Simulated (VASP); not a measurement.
# CuSi16 (a cell with a defect) in VASP: relaxation of the atoms with PBEsol

Aim: the relaxation of the atoms of CuSi16 (a cell with a defect) with PBEsol.

All numbers are computed with VASP 6.6.1; they aren't measurements. Logs are shortened: lines on timing, memory, paths and dates and some standing lists are left out, and cuts for length are marked.

### 1 The cell of the first run

The cell holds a defect, 17 atoms: a = 7.679 Å, b = 7.679 Å, c = 7.679 Å, α = 60.00°, β = 60.00°, γ = 60.00°.

### 2 Relaxation of the atoms, PBEsol

Input file INCAR:

```
SYSTEM = CuSi16
  PREC = Accurate
  ENCUT = 520
  EDIFF = 1E-6
  ISMEAR = 0
  SIGMA = 0.02
  LREAL = Auto
  LASPH = .TRUE.
  NELM = 60
  ALGO = Normal
  ISIF = 2
  LWAVE = .FALSE.
  LCHARG = .FALSE.
  GGA = PS
  IBRION = 2
  NSW = 80
  EDIFFG = -0.03
  NELECT = 74.0
```

Input file KPOINTS:

```
regular mesh
0
G
  2 2 2
  0 0 0
```

Input file POSCAR:

```
CuSi16
1.0
    0.0000000000      5.4300000000      5.4300000000
    5.4300000000      0.0000000000      5.4300000000
    5.4300000000      5.4300000000      0.0000000000
Si Cu
16 1
Direct
    0.0000000000      0.0000000000      0.0000000000
    0.1250000000      0.1250000000      0.1250000000
    0.0000000000      0.0000000000      0.5000000000
    0.1250000000      0.1250000000      0.6250000000
    0.0000000000      0.5000000000      0.0000000000
    0.1250000000      0.6250000000      0.1250000000
    0.0000000000      0.5000000000      0.5000000000
    0.1250000000      0.6250000000      0.6250000000
    0.5000000000      0.0000000000      0.0000000000
    0.6250000000      0.1250000000      0.1250000000
    0.5000000000      0.0000000000      0.5000000000
    0.6250000000      0.1250000000      0.6250000000
    0.5000000000      0.5000000000      0.0000000000
    0.6250000000      0.6250000000      0.1250000000
    0.5000000000      0.5000000000      0.5000000000
    0.6250000000      0.6250000000      0.6250000000
    0.8098114000      0.3235725000      0.8129265000
```

Potentials or basis: VASP PAW PBE potentials, release 64 (Si, Cu).

Run with:

```
cat potpaw_PBE.64/Si/POTCAR potpaw_PBE.64/Cu/POTCAR > POTCAR
mpirun -np 1 vasp_std > vasp.out
```

OUTCAR:

```text
SYSTEM = CuSi16
   PREC = Accurate
   ENCUT = 520
   EDIFF = 1E-6
   ISMEAR = 0
   LREAL = Auto
   LASPH = .TRUE.
   NELM = 60
   ISIF = 2
   GGA = PS
   IBRION = 2
   NSW = 80
   EDIFFG = -0.03
   NELECT = 74.0

 ion  position               nearest neighbor table
   1  0.000  0.000  0.000-  17 2.30   4 2.35   6 2.35  10 2.35   2 2.35
   2  0.125  0.125  0.125-   1 2.35   3 2.35   5 2.35   9 2.35
   3  0.000  0.000  0.500-   2 2.35   4 2.35   8 2.35  12 2.35
   4  0.125  0.125  0.625-  17 2.30   3 2.35   7 2.35  11 2.35   1 2.35
   5  0.000  0.500  0.000-   2 2.35   6 2.35   8 2.35  14 2.35
   6  0.125  0.625  0.125-   1 2.35   5 2.35   7 2.35  13 2.35
   7  0.000  0.500  0.500-  17 2.23   6 2.35   8 2.35  16 2.35   4 2.35
   8  0.125  0.625  0.625-   3 2.35   5 2.35   7 2.35  15 2.35
   9  0.500  0.000  0.000-   2 2.35  10 2.35  12 2.35  14 2.35
  10  0.625  0.125  0.125-  17 2.28   9 2.35  11 2.35  13 2.35   1 2.35
  11  0.500  0.000  0.500-   4 2.35  10 2.35  12 2.35  16 2.35
  12  0.625  0.125  0.625-   3 2.35   9 2.35  11 2.35  15 2.35
  13  0.500  0.500  0.000-  17 2.21  10 2.35  14 2.35  16 2.35   6 2.35
  14  0.625  0.625  0.125-   5 2.35   9 2.35  13 2.35  15 2.35
  15  0.500  0.500  0.500-   8 2.35  12 2.35  14 2.35  16 2.35
  16  0.625  0.625  0.625-  17 2.21  11 2.35  13 2.35  15 2.35   7 2.35
  17  0.810  0.324  0.813-  13 2.21  16 2.21   7 2.23  10 2.28   1 2.30   4 2.30

  LATTYP: Found a face centered cubic cell.
 ALAT       =    10.8600000000

  Lattice vectors:

 A1 = (   0.0000000000,   5.4300000000,   5.4300000000)
 A2 = (   5.4300000000,   0.0000000000,   5.4300000000)
 A3 = (   5.4300000000,   5.4300000000,   0.0000000000)

Analysis of symmetry for initial positions (statically):
=====================================================================
 Subroutine PRICEL returns:
 Original cell was already a primitive cell.

 Routine SETGRP: Setting up the symmetry group for a
 face centered cubic supercell.

 Subroutine GETGRP returns: Found  1 space group operations
 (whereof  1 operations were pure point group operations)
 out of a pool of 48 trial point group operations.

The static configuration has the point symmetry C_1 .

Analysis of symmetry for dynamics (positions and initial velocities):
=====================================================================
 Subroutine PRICEL returns:
 Original cell was already a primitive cell.

 Routine SETGRP: Setting up the symmetry group for a
 face centered cubic supercell.

 Subroutine GETGRP returns: Found  1 space group operations
 (whereof  1 operations were pure point group operations)
 out of a pool of 48 trial point group operations.

The dynamic configuration has the point symmetry C_1 .
[... 118 lines left out ...]
   ISIF   =      2    stress and relaxation
   ISYM   =      2    0-nonsym 1-usesym 2-fastsym
   POTIM  = 0.5000    time-step for ionic-motion
   TEBEG  =    0.0;   TEEND  =   0.0 temperature during run
   PSTRESS=    0.0 pullay stress
   NELECT =      74.0000    total number of electrons
   NUPDOWN=      -1.0000    fix difference up-down
   EMIN   =  10.00;   EMAX   =-10.00  energy-range for DOS
   EFERMI =   0.00;   METHOD = LEGACY
   ISMEAR =     0;   SIGMA  =   0.02  broadening in eV -4-tet -1-fermi 0-gaus
   EFERMI_NEDOS =   21; number of points for ismear=-14 and -15
   IALGO  =     38    algorithm
   IMIX   =      4    mixing-type and parameters
     AMIX     =   0.40;   BMIX     =  1.00
     AMIX_MAG =   1.60;   BMIX_MAG =  1.00
  volume/ion in A,a.u.               =      18.84       127.11
  Fermi-wavevector in a.u.,A,eV,Ry     =   1.004636  1.898488 13.732283  1.009294
  Thomas-Fermi vector in A             =   2.137265
   LORBIT       =      0    0 simple, 1 ext, 2 COOP (PROOUT), +10 PAW based schemes
   GGA     = PS    functional components
   LHFCALC =     F    Hartree Fock is set to
   AEXX    =    0.0000 exact exchange contribution
   IVDW    =     0    specifies the selected vdW correction
   LEPSILON=     F    determine dielectric tensor
   LRPA    =     F    only Hartree local field effects (RPA)
 conjugate gradient relaxation of ions
 non-spin polarized calculation
 Gauss-broadening in eV      SIGMA  =   0.02
  energy-cutoff  :      520.00
  volume of cell :      320.21
 maximum number of plane-waves:      8646
 NGX is ok and might be reduce to    60
   NGX = 29   NGY = 29   NGZ = 29

--------------------------------------- Ionic step        1  -------------------------------------------

 number of electron      74.0000003 magnetization

 Free energy of the ion-electron system (eV)
  ---------------------------------------------------
  ext. energy  EPLUGINS =         0.00000000
  ---------------------------------------------------
  free energy    TOTEN  =       -99.47686305 eV

  energy without entropy =      -99.47480574  energy(sigma->0) =      -99.47583439

------------------------ aborting loop because EDIFF is reached ----------------------------------------

  FORCE on cell =-STRESS in cart. coord.  units (eV):
  Direction    XX          YY          ZZ          XY          YZ          ZX
  --------------------------------------------------------------------------------------
  -------------------------------------------------------------------------------------
  Total       -1.6521662     -1.5717111     -1.7098254     -1.9693666     -1.9381939     -2.0259590
  in kB       -8.2667505     -7.8641866     -8.5552530     -9.8538891     -9.6979138    -10.1370539
  external PRESSURE =      -8.2287300 kB  Pullay stress =       0.0000000 kB
[... 134 lines left out ...]
  FREE ENERGIE OF THE ION-ELECTRON SYSTEM (eV)
  ---------------------------------------------------
  free  energy   TOTEN  =       -99.8866586601 eV

  energy  without entropy=      -99.8866586431  energy(sigma->0) =      -99.88665865

[... ionic steps 4 to 14 ...]

--------------------------------------- Ionic step       15  -------------------------------------------

 number of electron      74.0000001 magnetization

------------------------ aborting loop because EDIFF is reached ----------------------------------------
[... 97 lines left out ...]
--------------------------------------- Ionic step       17  -------------------------------------------

 number of electron      74.0000001 magnetization

 Free energy of the ion-electron system (eV)
  ---------------------------------------------------
  ext. energy  EPLUGINS =         0.00000000
  ---------------------------------------------------
  free energy    TOTEN  =      -100.05961504 eV

  energy without entropy =     -100.05960438  energy(sigma->0) =     -100.05960971

 E-fermi :   6.3481     XC(G=0):  -9.7631

 val. band max:        6.3007834295   @ k =   0.0000   0.0000   0.0000
 cond. band min:       6.3968880755   @ k =   0.0000   0.0000   0.0000
 fundamental gap:      0.0961046460
 Fermi energy:         6.3481101976

 k-point     1 :       0.0000    0.0000    0.0000
  band No.  band energies     occupation
      1      -5.9807      2.00000
      2      -3.6174      2.00000
      3      -3.5717      2.00000
      4      -3.5705      2.00000
      5      -3.5135      2.00000
      6      -2.0113      2.00000
[... 425 lines left out ...]
  FREE ENERGIE OF THE ION-ELECTRON SYSTEM (eV)
  ---------------------------------------------------
  free  energy   TOTEN  =      -100.0596150443 eV

  energy  without entropy=     -100.0596043801  energy(sigma->0) =     -100.05960971

 reached required accuracy - stopping structural energy minimisation
```

OSZICAR:

```text
N       E                     dE             d eps       ncg     rms          rms(c)
DAV:   1     0.347202695904E+03    0.34720E+03   -0.28122E+04   736   0.140E+03
DAV:   2    -0.522572969458E+02   -0.39946E+03   -0.38237E+03   754   0.270E+02
DAV:   3    -0.101198341634E+03   -0.48941E+02   -0.46442E+02   992   0.903E+01
DAV:   4    -0.103631374399E+03   -0.24330E+01   -0.24006E+01   976   0.205E+01
[... 149 lines left out ...]
DAV:   1    -0.100059583006E+03   -0.50298E-04   -0.31331E-02   736   0.680E-01    0.293E-02
DAV:   2    -0.100059622568E+03   -0.39562E-04   -0.46358E-04  1152   0.149E-01    0.185E-02
DAV:   3    -0.100059617726E+03    0.48422E-05   -0.23585E-05  1088   0.930E-02    0.112E-02
DAV:   4    -0.100059615415E+03    0.23106E-05   -0.95979E-06  1040   0.537E-02    0.581E-03
DAV:   5    -0.100059615044E+03    0.37108E-06   -0.30114E-06   718   0.222E-02
  17 F= -.10005962E+03 E0= -.10005961E+03  d E =-.103055E-02
```

CONTCAR:

```text
CuSi16
   1.00000000000000
     0.0000000000000000    5.4299999999999997    5.4299999999999997
     5.4299999999999997    0.0000000000000000    5.4299999999999997
     5.4299999999999997    5.4299999999999997    0.0000000000000000
  Si              Cu
    16     1
Direct
     0.0070215283815332    0.9825194238500414    0.0070930379478382
     0.1264607706593876    0.1143422708636067    0.1266632497359511
     0.0095840918586961    0.9996795068893258    0.4991793336970274
     0.1411981569526582    0.1192504919560543    0.6186185439586045
     0.9869637691104206    0.4876209495946921    0.9870746080018575
     0.1107326442258961    0.6121968573423378    0.1111875194966802
[... 9 lines left out ...]
     0.6183436840702662    0.6420456865298699    0.6186330800686312
     0.8158962962987028    0.3161897254866425    0.8159725837397807

  0.00000000E+00  0.00000000E+00  0.00000000E+00
  0.00000000E+00  0.00000000E+00  0.00000000E+00
  0.00000000E+00  0.00000000E+00  0.00000000E+00
  0.00000000E+00  0.00000000E+00  0.00000000E+00
  0.00000000E+00  0.00000000E+00  0.00000000E+00
  0.00000000E+00  0.00000000E+00  0.00000000E+00
[... 9 lines left out ...]
  0.00000000E+00  0.00000000E+00  0.00000000E+00
  0.00000000E+00  0.00000000E+00  0.00000000E+00
```

It took 58 min on 1 thread of Oxide Virtual Turin-like, shared host; peak memory 0.52 GiB.

Results:

| Property | Result |
| --- | --- |
| Free energy | -100.0596 eV |
| Energy gained by relaxing | 34.3 meV/atom |
| Ionic steps | 17 |
| Largest force after relaxing | 0.029 eV/Å |

Forces in eV/Å, atoms in the order of the input:
```
Si   0.001  0.001  0.001
Si  -0.004 -0.012 -0.004
Si   0.002  0.002  0.001
Si  -0.008  0.000  0.004
Si   0.015  0.008  0.014
Si  -0.015  0.009 -0.009
Si  -0.003 -0.010 -0.012
Si   0.001  0.002 -0.009
Si  -0.001  0.001  0.002
Si   0.008  0.001 -0.006
Si   0.005  0.025  0.010
Si   0.002 -0.007 -0.002
Si  -0.017 -0.011 -0.003
Si  -0.009  0.003  0.002
Si  -0.003  0.000 -0.002
Si   0.008  0.011  0.005
Cu   0.016 -0.023  0.008
```

The path:
```csv
step,energy change (eV),largest force (eV/Å),pressure (GPa)
1,0.0000,1.9640,-0.82
2,-0.4093,0.5334,-1.73
3,-0.4098,0.5352,-1.72
4,-0.4535,0.3471,-1.78
5,-0.4612,0.3220,-1.83
6,-0.4822,0.1860,-1.85
7,-0.4901,0.3276,-1.88
8,-0.5079,0.2830,-1.91
9,-0.5467,0.1926,-2.09
10,-0.5539,0.5024,-2.52
11,-0.5627,0.3028,-2.33
12,-0.5793,0.0954,-2.49
13,-0.5795,0.0959,-2.52
14,-0.5816,0.0677,-2.55
15,-0.5817,0.0846,-2.54
16,-0.5827,0.0440,-2.57
17,-0.5828,0.0292,-2.57
```

Final structure:
```
Si Cu
1.0
     0.00000    5.43000    5.43000
     5.43000    0.00000    5.43000
     5.43000    5.43000    0.00000
Si Cu
16 1
Direct
  0.00702 0.98252 0.00709
  0.12646 0.11434 0.12666
  0.00958 0.99968 0.49918
  0.14120 0.11925 0.61862
  0.98696 0.48762 0.98707
  0.11073 0.61220 0.11119
  0.00707 0.50772 0.48179
  0.12640 0.62717 0.61371
  0.49901 0.99961 0.00981
  0.61841 0.11935 0.14129
  0.51231 0.01341 0.51244
  0.63641 0.13715 0.63660
  0.48144 0.50783 0.00726
  0.61358 0.62710 0.12653
  0.49898 0.51039 0.49908
  0.61834 0.64205 0.61863
  0.81590 0.31619 0.81597
```

Levels at points of the mesh, in eV from the Fermi level:
| k point | band 35 | band 36 | band 37 | band 38 | band 39 | band 40 |
| --- | --- | --- | --- | --- | --- | --- |
| (0.00, 0.00, 0.00) | -0.54 | -0.19 | -0.05 | 0.05 | 0.05 | 0.47 |
| (0.50, 0.00, 0.00) | -0.99 | -0.91 | -0.72 | 0.59 | 0.95 | 1.02 |
| (0.00, 0.50, 0.00) | -0.99 | -0.91 | -0.72 | 0.59 | 0.95 | 1.02 |
| (0.00, 0.00, 0.50) | -0.99 | -0.91 | -0.72 | 0.59 | 0.95 | 1.02 |
| (0.50, 0.50, 0.50) | -0.91 | -0.52 | -0.51 | 0.50 | 0.89 | 1.39 |
| (0.50, 0.50, 0.00) | -1.47 | -1.45 | -1.16 | 0.64 | 0.75 | 1.81 |
| (0.00, 0.50, 0.50) | -1.47 | -1.45 | -1.16 | 0.64 | 0.75 | 1.81 |
| (0.50, 0.00, 0.50) | -1.47 | -1.45 | -1.16 | 0.64 | 0.75 | 1.81 |

Caveat: the k points lie up to 0.50 Å⁻¹ apart; the cell carries a net charge on a neutralising background, which shifts energy and pressure; the cell is charged against a uniform background, so pressure and absolute levels hang on convention; the PAW data sets were made with another functional, which shifts forces and pressure a little.
